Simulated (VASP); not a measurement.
Write the native input for VASP 6.6.1 that does the following.

| Item | Value |
| --- | --- |
| Task | single point |
| Functional | PBE |
| Potentials or basis | VASP PAW PBE potentials, release 64 (Ge_d) |
| Cutoff | 520 eV |
| k mesh | 20 × 20 × 16 |
| Occupations | gaussian, width 0.1 eV |
| Spin | no spin polarisation |
| Dipole correction | no |
| Further INCAR settings | ALGO = Fast; EDIFF = 1e-07; NBANDS = 21 |

The structure of Ge lies in POSCAR:

```
Ge
1.0
    1.4637550574     -3.6615767207      0.0000000000
    1.4637550574      3.6615767207      0.0000000000
    0.0000000000      0.0000000000      3.7094304927
Ge
2
Direct
    0.8591442623      0.1408557377      0.2500000000
    0.1408557377      0.8591442623      0.7500000000
```

The input as run:

INCAR

```
  ALGO = Fast
  EDIFF = 1E-7
  ENCUT = 520
  GGA = PE
  ISIF = 2
  ISMEAR = 0
  LASPH = T
  LCHARG = T
  LELF = T
  LREAL = F
  LVHAR = T
  LWAVE = F
  NBANDS = 21
  NELM = 80
  PREC = Accurate
  SIGMA = 0.1
```

KPOINTS

```
k-points
0
Gamma
  20 20 16
```

Potentials or basis: VASP PAW PBE potentials, release 64 (Ge_d).

Command:

```console
$ cat potpaw_PBE.64/Ge_d/POTCAR > POTCAR
$ mpirun -np 1 vasp_std > vasp.out
```

It gave:

- Pressure: 0.1 GPa
- Band gap on the k mesh: zero (bands 14 and 15 overlap by 4.78 eV)

Run time: 18 min on 1 thread of Oxide Virtual Turin-like Processor, on a shared host, peak memory 0.67 GiB.
